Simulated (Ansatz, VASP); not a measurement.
# Two plane-wave programs on PtS2

```
CELL_PARAMETERS angstrom
3.55262 0.00000 0.00000
-1.77631 3.07666 0.00000
0.00000 0.00000 5.12283
ATOMIC_POSITIONS crystal
Pt 0.00000 0.00000 0.00000
S 0.33333 0.66667 0.23925
S 0.66667 0.33333 0.76075
```

Alike in both runs: task single point; functional PBEsol; k mesh 6 × 6 × 4; no spin polarisation.

|  | VASP | Ansatz |
| --- | --- | --- |
| version | VASP 6.6.1 | Ansatz 0.2.0 |
| potentials or method | VASP PAW PBE potentials, release 64 (Pt, S) | plane waves |
| plane-wave cutoff (eV) | 520 | 420 |
| occupations | gaussian, width 0.01 eV | fixed |
| valence electrons in the cell | 22 | 30 |

Ansatz gave:

| Quantity | Value |
| --- | --- |
| gap on the k mesh at the Fermi level (eV) | 0.78 |
| pressure (GPa) | -1.3 |
| traceless stress, the component that is largest in VASP (GPa) | -0.58 |
| rms of the force components (eV/Å) | 0.098 |

Q: What did VASP give for the same quantities?

A: gap on the k mesh at the Fermi level (eV): 0.79; pressure (GPa): -1.6; traceless stress, the component that is largest in VASP (GPa): -0.47; rms of the force components (eV/Å): 0.109.

VASP's potentials were made for PBE, not for PBEsol. Atom by atom the forces differ by 0.011 eV/Å (rms over components). VASP's potentials hold 22 valence electrons a cell and Ansatz's 30, so a difference there can come from the potentials and not from the codes.

Neither program's run includes spin-orbit coupling.
